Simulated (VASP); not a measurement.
# Li2O (Fm-3m) in VASP: single point with LDA

Aim: the single point of Li2O with LDA.

Program: VASP 6.6.1. These are calculated values, not measurements. Logs are shortened: lines on timing, memory, paths and dates and some standing lists are left out, and cuts for length are marked.

### 1 The cell of the first run

It takes space group Fm-3m (No. 225, cubic). The conventional cell has a = 4.610 Å, b = 4.610 Å, c = 4.610 Å, α = 90.00°, β = 90.00°, γ = 90.00°. Within 2.6 Å of Li (site symmetry -43m) lie 4 O at 2.00 Å and 6 Li at 2.30 to 2.31 Å. O (site symmetry m-3m) has 8 Li at 2.00 Å within 2.6 Å.

### 2 Single point, LDA

File INCAR:

```
SYSTEM = Li2O
ALGO = Normal
EDIFF = 1E-6
ENCUT = 750
GGA_COMPAT = .FALSE.
ISIF = 2
ISMEAR = 0
LASPH = .TRUE.
LCHARG = .TRUE.
LELF = .TRUE.
LREAL = .FALSE.
LVHAR = .TRUE.
LWAVE = .FALSE.
NBANDS = 13
NELM = 120
PREC = Accurate
SIGMA = 0.01
```

File KPOINTS:

```
k-points
0
G
  7 7 7
  0 0 0
```

File POSCAR:

```
Li2O
1.0
    0.0000000000      2.3050000000      2.3050000000
    2.3050000000      0.0000000000      2.3050000000
    2.3050000000      2.3050000000      0.0000000000
Li O
2 1
Direct
    0.2500000000      0.2500000000      0.2500000000
    0.7500000000      0.7500000000      0.7500000000
    0.0000000000      0.0000000000      0.0000000000
```

Potentials or basis: VASP PAW LDA potentials, release 64 (Li_sv, O).

Run with:

```
cat potpaw_LDA.64/Li_sv/POTCAR potpaw_LDA.64/O/POTCAR > POTCAR
mpirun -np 1 vasp_std > vasp.out
```

OUTCAR:

```text
SYSTEM = Li2O
   EDIFF = 1E-6
   ENCUT = 750
   ISIF = 2
   ISMEAR = 0
   LASPH = .TRUE.
   LREAL = .FALSE.
   NELM = 120
   PREC = Accurate

 ion  position               nearest neighbor table
   1  0.250  0.250  0.250-   3 2.00   3 2.00   3 2.00   3 2.00   2 2.31   2 2.31   2 2.31   2 2.31
                             2 2.31   2 2.31
   2  0.750  0.750  0.750-   3 2.00   3 2.00   3 2.00   3 2.00   1 2.31   1 2.31   1 2.31   1 2.31
                             1 2.31   1 2.31
   3  0.000  0.000  0.000-   1 2.00   2 2.00   2 2.00   2 2.00   2 2.00   1 2.00   1 2.00   1 2.00

  LATTYP: Found a face centered cubic cell.
 ALAT       =     4.6100000000

  Lattice vectors:

 A1 = (   0.0000000000,   2.3050000000,   2.3050000000)
 A2 = (   2.3050000000,   0.0000000000,   2.3050000000)
 A3 = (   2.3050000000,   2.3050000000,   0.0000000000)

Analysis of symmetry for initial positions (statically):
=====================================================================
 Subroutine PRICEL returns:
 Original cell was already a primitive cell.

 Routine SETGRP: Setting up the symmetry group for a
 face centered cubic supercell.

 Subroutine GETGRP returns: Found 48 space group operations
 (whereof 48 operations were pure point group operations)
 out of a pool of 48 trial point group operations.

The static configuration has the point symmetry O_h .

Analysis of symmetry for dynamics (positions and initial velocities):
=====================================================================
 Subroutine PRICEL returns:
 Original cell was already a primitive cell.

 Routine SETGRP: Setting up the symmetry group for a
 face centered cubic supercell.

 Subroutine GETGRP returns: Found 48 space group operations
 (whereof 48 operations were pure point group operations)
 out of a pool of 48 trial point group operations.

The dynamic configuration has the point symmetry O_h .

 Subroutine INISYM returns: Found 48 space group operations
 (whereof 48 operations are pure point group operations),
 and found     1 'primitive' translations

----------------------------------------------------------------------------------------

                                     Primitive cell

  volume of cell :      24.4930

  direct lattice vectors                    reciprocal lattice vectors
     0.000000000  2.305000000  2.305000000    -0.216919740  0.216919740  0.216919740
     2.305000000  0.000000000  2.305000000     0.216919740 -0.216919740  0.216919740
     2.305000000  2.305000000  0.000000000     0.216919740  0.216919740 -0.216919740

  length of vectors
     3.259762261  3.259762261  3.259762261     0.375716010  0.375716010  0.375716010

  position of ions in fractional coordinates (direct lattice)
     0.250000000  0.250000000  0.250000000
     0.750000000  0.750000000  0.750000000
     0.000000000  0.000000000  0.000000000

  ion indices of the primitive-cell ions
   primitive index   ion index
                 1           1
                 2           2
                 3           3

----------------------------------------------------------------------------------------

 KPOINTS: k-points

Automatic generation of k-mesh.
 Grid dimensions read from file:
 generate k-points for:    7    7    7

 Generating k-lattice:

  Cartesian coordinates                     Fractional coordinates (reciprocal lattice)
    -0.030988534  0.030988534  0.030988534     0.142857143  0.000000000  0.000000000
     0.030988534 -0.030988534  0.030988534     0.000000000  0.142857143  0.000000000
     0.030988534  0.030988534 -0.030988534     0.000000000  0.000000000  0.142857143

  Length of vectors
     0.053673716  0.053673716  0.053673716

  Shift w.r.t. Gamma in fractional coordinates (k-lattice)
     0.000000000  0.000000000  0.000000000

 Subroutine IBZKPT returns following result:
 ===========================================

 Found     20 irreducible k-points:

 Following reciprocal coordinates:
            Coordinates               Weight
  0.000000  0.000000  0.000000      1.000000
  0.142857  0.000000  0.000000      8.000000
  0.285714  0.000000  0.000000      8.000000
  0.428571  0.000000  0.000000      8.000000
  0.142857  0.142857  0.000000      6.000000
  0.285714  0.142857  0.000000     24.000000
[... 12 lines left out ...]
 -0.428571  0.428571  0.142857     24.000000
 -0.285714  0.428571  0.142857     24.000000
   k-points           NKPTS =     20   k-points in BZ     NKDIM =     20   number of bands    NBANDS=     13
   number of dos      NEDOS =    301   number of ions     NIONS =      3
   total plane-waves  NPLWV =  27000
   dimension x,y,z NGX =    30 NGY =   30 NGZ =   30
   dimension x,y,z NGXF=    60 NGYF=   60 NGZF=   60
   ions per type =               2   1
   NGX,Y,Z   is equivalent  to a cutoff of  15.30, 15.30, 15.30 a.u.
   NGXF,Y,Z  is equivalent  to a cutoff of  30.60, 30.60, 30.60 a.u.
 SYSTEM =  Li2O
   PREC   = accura    normal or accurate (medium, high low for compatibility)
   ISTART =      0    job   : 0-new  1-cont  2-samecut
   ICHARG =      2    charge: 1-file 2-atom 10-const
   ISPIN  =      1    spin polarized calculation?
   LNONCOLLINEAR =      F non collinear calculations
   LSORBIT =      F    spin-orbit coupling
   LASPH  =      T    aspherical Exc in radial PAW
   ENCUT  =  750.0 eV  55.12 Ry    7.42 a.u.   7.28  7.28  7.28*2*pi/ulx,y,z
   NELM   =    120;   NELMIN=  2; NELMDL= -5     # of ELM steps
   EDIFF  = 0.1E-05   stopping-criterion for ELM
   LREAL  =      F    real-space projection
   EDIFFG = 0.1E-04   stopping-criterion for IOM
   NSW    =      0    number of steps for IOM
   IBRION =     -1    ionic relax: 0-MD 1-quasi-New 2-CG
   NFREE  =      0    steps in history (QN), initial steepest desc. (CG)
   ISIF   =      2    stress and relaxation
   ISYM   =      2    0-nonsym 1-usesym 2-fastsym
   POTIM  = 0.5000    time-step for ionic-motion
   TEBEG  =    0.0;   TEEND  =   0.0 temperature during run
   PSTRESS=    0.0 pullay stress
   NELECT =      12.0000    total number of electrons
   NUPDOWN=      -1.0000    fix difference up-down
   EMIN   =  10.00;   EMAX   =-10.00  energy-range for DOS
   EFERMI =   0.00;   METHOD = LEGACY
   ISMEAR =     0;   SIGMA  =   0.01  broadening in eV -4-tet -1-fermi 0-gaus
   EFERMI_NEDOS =   21; number of points for ismear=-14 and -15
   IALGO  =     38    algorithm
   IMIX   =      4    mixing-type and parameters
     AMIX     =   0.40;   BMIX     =  1.00
     AMIX_MAG =   1.60;   BMIX_MAG =  1.00
  volume/ion in A,a.u.               =       8.16        55.10
  Fermi-wavevector in a.u.,A,eV,Ry     =   1.290588  2.438858 22.662103  1.665618
  Thomas-Fermi vector in A             =   2.422410
   LORBIT       =      0    0 simple, 1 ext, 2 COOP (PROOUT), +10 PAW based schemes
   GGA     = CA    functional components
   LHFCALC =     F    Hartree Fock is set to
   AEXX    =    0.0000 exact exchange contribution
   IVDW    =     0    specifies the selected vdW correction
   LEPSILON=     F    determine dielectric tensor
   LRPA    =     F    only Hartree local field effects (RPA)
 non-spin polarized calculation
 Gauss-broadening in eV      SIGMA  =   0.01
  energy-cutoff  :      750.00
  volume of cell :       24.49
 maximum number of plane-waves:      1155
 NGX is ok and might be reduce to    30
   NGX = 15   NGY = 15   NGZ = 15

 number of electron      12.0000001 magnetization

 Free energy of the ion-electron system (eV)
  ---------------------------------------------------
  ext. energy  EPLUGINS =         0.00000000
  ---------------------------------------------------
  free energy    TOTEN  =       -15.72383455 eV

  energy without entropy =      -15.72383455  energy(sigma->0) =      -15.72383455

 E-fermi :   1.2625     XC(G=0): -10.2630

 val. band max:        1.1729879138   @ k =   0.0000   0.0000   0.0000
 cond. band min:       6.1560600470   @ k =   0.4286   0.4286   0.0000
 fundamental gap:      4.9830721332
 Fermi energy:         1.2625366252

 k-point     1 :       0.0000    0.0000    0.0000
  band No.  band energies     occupation
      1     -40.6989      2.00000
      2     -40.3229      2.00000
      3     -13.9404      2.00000
      4       1.1730      2.00000
      5       1.1730      2.00000
      6       1.1730      2.00000
      7       6.4657      0.00000
      8      12.7995      0.00000
      9      12.7995      0.00000
     10      12.7995      0.00000
     11      19.9652      0.00000
     12      19.9652      0.00000
     13      19.9652      0.00000

 k-point     2 :       0.1429    0.0000    0.0000
  band No.  band energies     occupation
      1     -40.6772      2.00000
      2     -40.3389      2.00000
      3     -13.9021      2.00000
      4       0.5154      2.00000
      5       1.0764      2.00000
      6       1.0764      2.00000
      7       6.9813      0.00000
      8      12.8489      0.00000
      9      13.0745      0.00000
     10      13.0745      0.00000
     11      18.4154      0.00000
     12      18.4154      0.00000
     13      20.6652      0.00000

 k-point     3 :       0.2857    0.0000    0.0000
  band No.  band energies     occupation
      1     -40.6184      2.00000
      2     -40.3847      2.00000
      3     -13.8098      2.00000
      4      -0.7049      2.00000
      5       0.8756      2.00000
      6       0.8756      2.00000
      7       8.1793      0.00000
      8      12.5447      0.00000
      9      13.2926      0.00000
     10      13.2926      0.00000
     11      17.7712      0.00000
     12      17.7712      0.00000
     13      22.2708      0.00000
[... 241 lines left out ...]
 k-point    19 :      -0.4286    0.4286    0.1429
  band No.  band energies     occupation
      1     -40.5347      2.00000
      2     -40.4460      2.00000
      3     -13.6760      2.00000
      4      -0.7216      2.00000
      5      -0.2413      2.00000
      6      -0.1356      2.00000
      7       7.2856      0.00000
      8      12.6630      0.00000
      9      14.6216      0.00000
     10      15.4070      0.00000
     11      17.2414      0.00000
     12      21.4377      0.00000
     13      22.7909      0.00000

 k-point    20 :      -0.2857    0.4286    0.1429
  band No.  band energies     occupation
      1     -40.4974      2.00000
      2     -40.4826      2.00000
      3     -13.6646      2.00000
      4      -0.9029      2.00000
      5      -0.3320      2.00000
      6      -0.0816      2.00000
      7       8.1981      0.00000
      8      11.5986      0.00000
      9      14.7830      0.00000
     10      15.1897      0.00000
     11      18.5638      0.00000
     12      19.3966      0.00000
     13      23.9138      0.00000

------------------------ aborting loop because EDIFF is reached ----------------------------------------

  FORCE on cell =-STRESS in cart. coord.  units (eV):
  Direction    XX          YY          ZZ          XY          YZ          ZX
  --------------------------------------------------------------------------------------
  -------------------------------------------------------------------------------------
  Total       -0.9852619     -0.9852619     -0.9852619     -0.0000000     -0.0000000      0.0000000
  in kB      -64.4494880    -64.4494880    -64.4494880     -0.0000000     -0.0000000      0.0000000
  external PRESSURE =     -64.4494880 kB  Pullay stress =       0.0000000 kB

 VOLUME and BASIS-vectors are now :
 -----------------------------------------------------------------------------
  energy-cutoff  :      750.00
  volume of cell :       24.49
      direct lattice vectors                 reciprocal lattice vectors
     0.000000000  2.305000000  2.305000000    -0.216919740  0.216919740  0.216919740
     2.305000000  0.000000000  2.305000000     0.216919740 -0.216919740  0.216919740
     2.305000000  2.305000000  0.000000000     0.216919740  0.216919740 -0.216919740

 POSITION                                       TOTAL-FORCE (eV/Angst)
 -----------------------------------------------------------------------------------
      1.15250      1.15250      1.15250         0.000000     -0.000000      0.000000
      3.45750      3.45750      3.45750        -0.000000      0.000000     -0.000000
      0.00000      0.00000      0.00000        -0.000000      0.000000      0.000000
 -----------------------------------------------------------------------------------
    total drift:                                0.000000     -0.000000      0.000000

  FREE ENERGIE OF THE ION-ELECTRON SYSTEM (eV)
  ---------------------------------------------------
  free  energy   TOTEN  =       -15.7238345530 eV

  energy  without entropy=      -15.7238345530  energy(sigma->0) =      -15.72383455
```

It took 6.6 s on 1 thread of AMD EPYC 9R45 (Zen 5), shared host; peak memory 0.11 GiB.

What came out:

```yaml
Free_energy: -15.7238 eV
Pressure: -6.4 GPa
Band_gap_on_the_k_mesh: 4.98 eV, indirect (least direct gap 5.29 eV)
```

Levels at points of the mesh, in eV from the valence-band top:
| k point | band 3 | band 4 | band 5 | band 6 | band 7 | band 8 | band 9 | band 10 |
| --- | --- | --- | --- | --- | --- | --- | --- | --- |
| (0.00, 0.00, 0.00) | -15.11 | 0.00 | 0.00 | 0.00 | 5.29 | 11.63 | 11.63 | 11.63 |
